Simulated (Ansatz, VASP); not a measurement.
**GaN: VASP beside Ansatz**

```
CELL_PARAMETERS angstrom
3.20106 0.00000 0.00000
-1.60053 2.77220 0.00000
0.00000 0.00000 5.20021
ATOMIC_POSITIONS crystal
Ga 0.33333 0.66667 0.00000
Ga 0.66667 0.33333 0.50000
N 0.33333 0.66667 0.37500
N 0.66667 0.33333 0.87500
```

Alike in both runs: task single point; functional PBE; k mesh 12 × 12 × 4; no spin polarisation.

|  | VASP | Ansatz |
| --- | --- | --- |
| version | VASP 6.6.1 | Ansatz 0.2.0 |
| potentials or method | VASP PAW PBE potentials, release 64 (Ga_d, N), cutoff 520 eV | plane waves, PAW |
| occupations | gaussian, width 0.01 eV | fixed |
| valence electrons in the cell | 36 | 36 |

|  | VASP | Ansatz | Ansatz less VASP |
| --- | --- | --- | --- |
| pressure (GPa) | 3.5 | 3.4 | -0.06 |
| traceless stress, the component that is largest in VASP (GPa) | 1.33 | 1.32 | -0.010 |
